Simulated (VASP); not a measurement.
Wanted: the native input for a VASP 6.6.1 run.

- Task: relaxation of cell and atoms
- Functional: PBE
- Potentials or basis: VASP PAW PBE potentials, release 64 (Al)
- Cutoff: 600 eV
- k mesh: 6 × 4 × 8
- Occupations: gaussian, width 0.1 eV
- Spin: no spin polarisation
- Dipole correction: no
- Further INCAR settings: ALGO = Normal; EDIFF = 1e-06; IBRION = 2; EDIFFG = -0.04; NSW = 90; ISIF = 3

The structure of Al lies in POSCAR:

```
Al
1.0
    3.3375783600      0.0000000000      0.0000000000
    0.0000000000      4.6495887200      0.0000000000
    0.0000000000      0.0000000000      2.4779393000
Al
2
Direct
    0.5000000000      0.0000000000      0.0192427700
    0.0000000000      0.5000000000      0.9807572300
```

One way to write it, as run:

INCAR

```
SYSTEM = Al
PREC = Accurate ; ENCUT = 600
EDIFF = 1E-6 ; ISMEAR = 0
SIGMA = 0.1 ; LREAL = .FALSE.
LASPH = .TRUE. ; NELM = 100
ALGO = Normal ; ISIF = 3
LWAVE = .FALSE. ; LCHARG = .FALSE.
GGA = PE ; IBRION = 2
NSW = 90 ; EDIFFG = -0.04
```

KPOINTS

```
Automatic mesh
0
G
  6 4 8
  0 0 0
```

Potentials or basis: VASP PAW PBE potentials, release 64 (Al).

Launch:

```sh
$ cat potpaw_PBE.64/Al/POTCAR > POTCAR
$ mpirun -np 1 vasp_std > vasp.out
```

Results of the run:

| Property | Result |
| --- | --- |
| Relaxed volume | 16.46 Å³/atom |
| Relaxed cell | a = 2.791 Å, b = 4.125 Å, c = 2.859 Å, α = 90.00°, β = 90.00°, γ = 90.00° |
| Space group after relaxing (to 0.05 Å) | Pmmn (No. 59) |
| Energy gained by relaxing | 473.1 meV/atom |
| Ionic steps | 41 |
| Pressure after relaxing | 0.1 GPa |
| Largest force after relaxing | 0.028 eV/Å |
| Band gap on the k mesh | zero (band 3 reaches 15.43 eV, above the bottom of band 4 at 3.51 eV) |

It took 100 s on 1 thread of Intel(R) Xeon(R) 6975P-C (Granite Rapids), on a shared host, peak memory 0.16 GiB.
